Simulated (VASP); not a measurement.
# VSi (CsCl type) (Pm-3m) in VASP: notebook, part 2 of 2

VASP 6.6.1. Earlier steps stand in the parts before.

## Step 4: Relaxation of cell and atoms, LDA, target pressure 79 GPa, at which the enthalpy is minimised

File INCAR:

```
PREC     = Accurate       # precision mode
ENCUT    = 600            # plane-wave cutoff, eV
EDIFF    = 1E-6           # SCF threshold, eV
ISMEAR   = -1             # smearing method
SIGMA    = 0.1            # smearing width, eV
LREAL    = F              # projectors in reciprocal space
LASPH    = T              # aspherical terms in the spheres
NELM     = 80             # most SCF steps
ALGO     = Normal         # electronic algorithm
ISIF     = 3              # what is computed and relaxed
LWAVE    = F              # write WAVECAR
LCHARG   = F              # write CHGCAR
GGA      = CA             # functional
IBRION   = 2              # ionic algorithm
NSW      = 32             # ionic steps
EDIFFG   = -0.005         # ionic threshold
PSTRESS  = 790.0
```

File KPOINTS:

```
regular mesh
0
Gamma
  15 15 15
```

File POSCAR:

```
VSi
1.0
    2.6817131212      0.0000000000      0.0000000000
    0.0000000000      2.6817131212      0.0000000000
    0.0000000000      0.0000000000      2.6817131212
V Si
1 1
Direct
    0.0000000000      0.0000000000      0.0000000000
    0.5000000000      0.5000000000      0.5000000000
```

Potentials or basis: VASP PAW LDA potentials, release 64 (V_sv, Si).

Started as:

```
$ cat potpaw_LDA.64/V_sv/POTCAR potpaw_LDA.64/Si/POTCAR > POTCAR
$ mpirun -np 1 vasp_std > vasp.out
```

OUTCAR:

```text
PREC = Accurate
   ENCUT = 600
   EDIFF = 1E-6
   ISMEAR = -1
   LREAL = F
   LASPH = T
   NELM = 80
   ISIF = 3
   GGA = CA
   IBRION = 2
   NSW = 32
   EDIFFG = -0.005
   PSTRESS = 790.0

 ion  position               nearest neighbor table
   1  0.000  0.000  0.000-   2 2.32   2 2.32   2 2.32   2 2.32   2 2.32   2 2.32   2 2.32   2 2.32

   2  0.500  0.500  0.500-   1 2.32   1 2.32   1 2.32   1 2.32   1 2.32   1 2.32   1 2.32   1 2.32

  LATTYP: Found a simple cubic cell.
 ALAT       =     2.6817131212

  Lattice vectors:

 A1 = (   2.6817131212,   0.0000000000,   0.0000000000)
 A2 = (   0.0000000000,   2.6817131212,   0.0000000000)
 A3 = (   0.0000000000,   0.0000000000,   2.6817131212)

Analysis of symmetry for initial positions (statically):
=====================================================================
 Subroutine PRICEL returns:
 Original cell was already a primitive cell.

 Routine SETGRP: Setting up the symmetry group for a
 simple cubic supercell.

 Subroutine GETGRP returns: Found 48 space group operations
[... 9 lines left out ...]

 Routine SETGRP: Setting up the symmetry group for a
 simple cubic supercell.

 Subroutine GETGRP returns: Found 48 space group operations
[... 11 lines left out ...]
                                     Primitive cell

  volume of cell :      19.2858

  direct lattice vectors                    reciprocal lattice vectors
     2.681713121  0.000000000  0.000000000     0.372895964  0.000000000  0.000000000
     0.000000000  2.681713121  0.000000000     0.000000000  0.372895964  0.000000000
     0.000000000  0.000000000  2.681713121     0.000000000  0.000000000  0.372895964

  length of vectors
     2.681713121  2.681713121  2.681713121     0.372895964  0.372895964  0.372895964

  position of ions in fractional coordinates (direct lattice)
     0.000000000  0.000000000  0.000000000
     0.500000000  0.500000000  0.500000000

[... 103 lines left out ...]
   AEXX    =    0.0000 exact exchange contribution
   IVDW    =     0    specifies the selected vdW correction
   LEPSILON=     F    determine dielectric tensor
   LRPA    =     F    only Hartree local field effects (RPA)
 conjugate gradient relaxation of ions
 non-spin polarized calculation
  energy-cutoff  :      600.00
  volume of cell :       19.29
 maximum number of plane-waves:       659
 NGX is ok and might be reduce to    24
   NGX = 11   NGY = 11   NGZ = 11

--------------------------------------- Ionic step        1  -------------------------------------------

 number of electron      16.9999996 magnetization

 Free energy of the ion-electron system (eV)
  ---------------------------------------------------
  ext. energy  EPLUGINS =         0.00000000
  ---------------------------------------------------
  free energy    TOTEN  =       -15.18833982 eV

  energy without entropy =      -15.12871605  energy(sigma->0) =      -15.15852793

------------------------ aborting loop because EDIFF is reached ----------------------------------------

  FORCE on cell =-STRESS in cart. coord.  units (eV):
  Direction    XX          YY          ZZ          XY          YZ          ZX
  --------------------------------------------------------------------------------------
  -------------------------------------------------------------------------------------
  Total        9.6484863      9.6484863      9.6484863     -0.0000000     -0.0000000      0.0000000
  in kB      801.5540556    801.5540556    801.5540556     -0.0000000     -0.0000000      0.0000000
  external PRESSURE =      11.5540556 kB  Pullay stress =     790.0000000 kB
[... 63 lines left out ...]
--------------------------------------- Ionic step        3  -------------------------------------------

 number of electron      16.9999995 magnetization

 Free energy of the ion-electron system (eV)
  ---------------------------------------------------
  ext. energy  EPLUGINS =         0.00000000
  ---------------------------------------------------
  free energy    TOTEN  =       -15.21105194 eV

  energy without entropy =      -15.15132518  energy(sigma->0) =      -15.18118856

 E-fermi :  15.2149     XC(G=0): -14.0579

 val. band max:       15.2139246728   @ k =   0.4667   0.4667   0.0000
 cond. band min:      15.2314002614   @ k =   0.4667   0.2667   0.1333
 fundamental gap:      0.0174755886
 Fermi energy:        15.2149485702

 k-point     1 :       0.0000    0.0000    0.0000
  band No.  band energies     occupation
      1     -47.3875      2.00000
      2     -21.5282      2.00000
      3     -21.5282      2.00000
      4     -21.5282      2.00000
      5       1.3705      2.00000
      6      11.7719      2.00000
      7      11.7719      2.00000
      8      17.1787      0.00000
      9      17.1787      0.00000
     10      17.1787      0.00000
     11      19.6897      0.00000
     12      19.6897      0.00000
[... 331 lines left out ...]
 k-point    24 :       0.3333    0.2000    0.0000
  band No.  band energies     occupation
      1     -47.3045      2.00000
      2     -21.9733      2.00000
      3     -21.6920      2.00000
      4     -21.4639      2.00000
      5       4.4128      2.00000
      6       9.8556      2.00000
      7      12.2163      2.00000
      8      14.2015      1.99992
      9      14.9115      1.90819
     10      16.4415      0.00001
     11      18.8340      0.00000
     12      21.6350      0.00000

 [... further k-points ...]
[... 5 lines left out ...]
  --------------------------------------------------------------------------------------
  -------------------------------------------------------------------------------------
  Total        9.5280245      9.5280245      9.5280245      0.0000000     -0.0000000     -0.0000000
  in kB      789.6737062    789.6737062    789.6737062      0.0000000     -0.0000000     -0.0000000
  external PRESSURE =      -0.3262938 kB  Pullay stress =     790.0000000 kB
[... 21 lines left out ...]
  energy  without entropy=      -15.1513251823  energy(sigma->0) =      -15.18118856

  enthalpy is  TOTEN    =        -5.6790904325 eV   P V=        9.5319615094

 reached required accuracy - stopping structural energy minimisation
```

OSZICAR:

```text
N       E                     dE             d eps       ncg     rms          rms(c)
DAV:   1     0.131241378783E+03    0.13124E+03   -0.95360E+03  2880   0.165E+03
DAV:   2    -0.126039923966E+02   -0.14385E+03   -0.13990E+03  2892   0.428E+02
DAV:   3    -0.165695495928E+02   -0.39656E+01   -0.37352E+01  3448   0.707E+01
[... 21 lines left out ...]
DAV:   2    -0.152136662973E+02    0.11851E-01   -0.11709E-01  3252   0.482E+00    0.579E-01
DAV:   3    -0.152113356278E+02    0.23307E-02   -0.10221E-02  3240   0.136E+00    0.125E-01
DAV:   4    -0.152110538889E+02    0.28174E-03   -0.79403E-04  3140   0.302E-01    0.522E-02
DAV:   5    -0.152110523331E+02    0.15558E-05   -0.14172E-05  3352   0.472E-02    0.427E-02
DAV:   6    -0.152110519419E+02    0.39121E-06   -0.37009E-06  3080   0.288E-02
   3 F= -.56790904E+01 E0= -.56492271E+01  d E =-.158146E-03
```

CONTCAR:

```text
VSi
   1.00000000000000
     2.6838315688848504   -0.0000000000000000    0.0000000000000000
    -0.0000000000000000    2.6838315688848504   -0.0000000000000000
     0.0000000000000000   -0.0000000000000000    2.6838315688848504
  V               Si
     1     1
Direct
     0.0000000000000000    0.0000000000000000    0.0000000000000000
     0.5000000000000000    0.5000000000000000    0.5000000000000000

  0.00000000E+00  0.00000000E+00  0.00000000E+00
  0.00000000E+00  0.00000000E+00  0.00000000E+00
```

Run time: 22 s. Hardware: 1 thread of Intel Xeon Platinum 8488C (Sapphire Rapids), shared host; peak memory 0.16 GiB.

What came out:

```yaml
Free_energy: -15.2111 eV
Relaxed_volume: 9.67 Å³/atom
Relaxed_cell: a = 2.684 Å, b = 2.684 Å, c = 2.684 Å, α = 90.00°, β = 90.00°, γ = 90.00°
Space_group_after_relaxing_to_0.05_Å: Pm-3m (No. 221)
Energy_change_on_relaxing_the_enthalpy_is_what_falls: -11.4 meV/atom
Ionic_steps: 3
Pressure_after_relaxing: 79.0 GPa
```

Step by step:
```csv
step,energy change (eV),largest force (eV/Å),pressure (GPa),volume (Å³)
1,0.0000,0.0000,80.16,19.29
2,-0.0945,0.0000,75.42,19.48
3,-0.0227,0.0000,78.97,19.33
```

Final structure:
```xyz
2
Lattice="2.6838 0.0000 0.0000 0.0000 2.6838 0.0000 0.0000 0.0000 2.6838" Properties=species:S:1:pos:R:3 pbc="T T T"
V     0.0000    0.0000    0.0000
Si    1.3419    1.3419    1.3419
```

Levels at points of the mesh, in eV from the Fermi level:
```tsv
k point	band 6	band 7	band 8	band 9	band 10	band 11	band 12
(0.00, 0.00, 0.00)	-3.44	-3.44	1.96	1.96	1.96	4.47	4.47
```

Caveat: the cell is relaxed towards a set pressure, so the enthalpy falls and the energy may rise.

## Step 5: Relaxation of cell and atoms, LDA, target pressure 79 GPa, at which the enthalpy is minimised

This run uses another cell than the first one, of 9.89 Å³/atom, 1.025 times its volume.

File INCAR:

```
PREC = Accurate
ENCUT = 600
EDIFF = 1E-6
ISMEAR = -1
SIGMA = 0.1
LREAL = False
LASPH = True
NELM = 100
ALGO = Normal
ISIF = 3
LWAVE = False
LCHARG = False
IBRION = 2
NSW = 60
EDIFFG = -0.005
PSTRESS = 790.0
```

KPOINTS is that of step 4.

File POSCAR:

```
VSi
1.0
    2.7042014561      0.0000000000      0.0000000000
    0.0000000000      2.7042014561      0.0000000000
    0.0000000000      0.0000000000      2.7042014561
V Si
1 1
Direct
    0.0000000000      0.0000000000      0.0000000000
    0.5000000000      0.5000000000      0.5000000000
```

Started as:

```
$ cat potpaw_LDA.64/V_sv/POTCAR potpaw_LDA.64/Si/POTCAR > POTCAR
$ mpirun -np 1 vasp_std > vasp.out
```

Run time: 40 s. Hardware: 1 thread of Intel Xeon Platinum 8488C (Sapphire Rapids), shared host; peak memory 0.17 GiB.

It converged, with:

| Item | Value |
| --- | --- |
| Free energy | -15.2111 eV |
| Relaxed volume | 9.67 Å³/atom |
| Relaxed cell | a = 2.684 Å, b = 2.684 Å, c = 2.684 Å, α = 90.00°, β = 90.00°, γ = 90.00° |
| Space group after relaxing (to 0.05 Å) | Pm-3m (No. 221) |
| Energy change on relaxing (the enthalpy is what falls) | +102.2 meV/atom |
| Ionic steps | 6 |
| Pressure after relaxing | 79.0 GPa |

The path:
```tsv
step	energy change (eV)	largest force (eV/Å)	pressure (GPa)	volume (Å³)
1	0.0000	0.0000	68.65	19.78
2	1.0085	0.0000	117.21	18.00
3	0.2002	0.0000	78.60	19.34
4	0.2077	0.0000	79.18	19.32
5	0.1953	0.0000	78.54	19.35
6	0.2043	0.0000	79.01	19.33
```

Final structure:
```
V Si
1.0
     2.68381    0.00000    0.00000
     0.00000    2.68381    0.00000
     0.00000    0.00000    2.68381
V Si
1 1
Direct
  0.00000 0.00000 0.00000
  0.50000 0.50000 0.50000
```

Levels at points of the mesh, in eV from the Fermi level:
| k point | band 6 | band 7 | band 8 | band 9 | band 10 | band 11 | band 12 |
| --- | --- | --- | --- | --- | --- | --- | --- |
| (0.00, 0.00, 0.00) | -3.44 | -3.44 | 1.96 | 1.96 | 1.96 | 4.47 | 4.47 |

Caveat: the cell is relaxed towards a set pressure, so the enthalpy falls and the energy may rise.

## Step 6: Overview

| task | cell | cutoff (eV) | gap on the mesh (eV) | pressure (GPa) |
| --- | --- | --- | --- | --- |
| single point | a = 2.682 Å, 2 atoms | 520 | none | 80.1 |
| relaxation of cell and atoms | relaxed to 79 GPa from a = 2.682 Å, 2 atoms | 600 | none | 79.0 |
| relaxation of cell and atoms | relaxed to 79 GPa from a = 2.704 Å, 2 atoms | 600 | none | 79.0 |

Alike in all rows: level LDA; potentials or basis VASP PAW LDA potentials, release 64 (V_sv, Si); no spin polarisation; k mesh 15 × 15 × 15; smearing fermi-dirac 0.1 eV.

Caveats: the cell is relaxed towards a set pressure, so the enthalpy falls and the energy may rise (some runs).

Absolute energies hang on the potentials; compare differences alone.
